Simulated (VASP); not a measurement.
A run of VASP 6.6.1 is set up as follows.

INCAR

```
PREC = Accurate ; ENCUT = 520
EDIFF = 1E-7 ; ISMEAR = 0
SIGMA = 0.15 ; LREAL = False
LASPH = True ; NELM = 80
ALGO = Fast ; ISIF = 2
LWAVE = False ; LCHARG = True
GGA = PS ; LELF = True
LVHAR = True ; NBANDS = 26
```

File KPOINTS:

```
Automatic mesh
0
Gamma
  10 10 10
```

File POSCAR:

```
Al2Cu
1.0
   -3.1163500000      3.1163500000      2.4138103907
    3.1163500000     -3.1163500000      2.4138103907
    3.1163500000      3.1163500000     -2.4138103907
Al Cu
4 2
Direct
    0.1593210787      0.6593210787      0.8186421574
    0.6593210787      0.8406789213      0.5000000000
    0.8406789213      0.3406789213      0.1813578426
    0.3406789213      0.1593210787      0.5000000000
    0.7500000000      0.7500000000      0.0000000000
    0.2500000000      0.2500000000      0.0000000000
```

Potentials or basis: VASP PAW PBE potentials, release 64 (Al, Cu).

Run with:

```console
$ cat potpaw_PBE.64/Al/POTCAR potpaw_PBE.64/Cu/POTCAR > POTCAR
$ mpirun -np 1 vasp_std > vasp.out
```

Problem. Estimate the band gap on the k mesh.

Solution. Zero (bands 17 and 18 overlap by 4.53 eV).

Problem. What does it give for the largest force?

Solution. 0.044 eV/Å.

Problem. Estimate the pressure.

Solution. -6.8 GPa.

Forces on the atoms (eV/Å):
```
Al  -0.031 -0.031  0.000
Al   0.031 -0.031  0.000
Al   0.031  0.031  0.000
Al  -0.031  0.031  0.000
Cu   0.000  0.000  0.000
Cu   0.000  0.000  0.000
```

Caveat: the cell stands under tension; the PAW data sets were made with another functional, which shifts forces and pressure a little.
